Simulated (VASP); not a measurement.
Here is a VASP 6.6.1 calculation.

File INCAR:

```
SYSTEM = GaN
ALGO = Normal
EDIFF = 1E-8
ENCUT = 520
GGA = PE
ISIF = 2
ISMEAR = -1
LASPH = .True.
LCHARG = .False.
LEFG = .True.
LREAL = .False.
LWAVE = .False.
NBANDS = 16
NELM = 80
PREC = Accurate
SIGMA = 0.02
```

KPOINTS

```
k-points
0
Gamma
  18 18 18
  0 0 0
```

The input POSCAR:

```
GaN
1.0
    0.0000000000      1.9925000000      1.9925000000
    1.9925000000      0.0000000000      1.9925000000
    1.9925000000      1.9925000000      0.0000000000
Ga N
1 1
Direct
    0.5000000000      0.5000000000      0.5000000000
    0.0000000000      0.0000000000      0.0000000000
```

Potentials or basis: VASP PAW PBE potentials, release 64 (Ga_d, N).

Run with:

```sh
$ cat potpaw_PBE.64/Ga_d/POTCAR potpaw_PBE.64/N/POTCAR > POTCAR
$ mpirun -np 1 vasp_std > vasp.out
```

Task: What does it give for the band gap on the k mesh?

Result: 1.81 eV, indirect (least direct gap 5.21 eV).

Task: Predict the pressure.

Result: 70.3 GPa.

Caveat: without QUAD_EFG the Cq values of the log hold for a quadrupole moment of 1 mb, not for the nuclei. A k mesh can miss the band edges.
